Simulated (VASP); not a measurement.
## Sb: single point with r2SCAN

Crystal: Sb.

```
Sb
1.0
     3.27255    0.00000    0.00000
    -1.63628    2.83411    0.00000
     0.00000    0.00000   11.22920
Sb
4
Direct
  0.00000 0.00000 0.00000
  0.00000 0.00000 0.50000
  0.33333 0.66667 0.25000
  0.66667 0.33333 0.75000
```

This isn't the form of Sb at room conditions, which is rhombohedral.

```
Program             : VASP 6.6.1
Task                : single point
Functional          : r2SCAN
Potentials or basis : VASP PAW PBE potentials, release 64 (Sb)
Cutoff              : 520 eV
k mesh              : 12 × 12 × 3
Occupations         : fermi-dirac, width 0.1 eV
Spin                : no spin polarisation
```

```yaml
Pressure: 3.1 GPa
Band_gap_on_the_k_mesh: zero (bands 10 and 11 overlap by 7.64 eV)
```

Stress tensor (GPa, compression positive):
```
3.45 0.00 0.00
0.00 3.45 0.00
0.00 0.00 2.25
```

Levels at points of the mesh, in eV from the Fermi level:
| k point | band 8 | band 9 | band 10 | band 11 | band 12 | band 13 |
| --- | --- | --- | --- | --- | --- | --- |
| (0.00, 0.00, 0.00) | 4.58 | 4.58 | 5.09 | 5.29 | 5.29 | 5.35 |
| (0.50, 0.00, 0.00) | -4.03 | -1.97 | -1.05 | 0.81 | 1.66 | 2.02 |

It took 2.8 min on 1 thread of Intel(R) Xeon(R) 6975P-C (Granite Rapids) (shared host), peak memory 0.24 GiB.

Caveat: the cell stands under pressure; the PAW data sets were made with another functional, which shifts forces and pressure a little; spin-orbit coupling is left out, which moves the levels of the heavy elements.
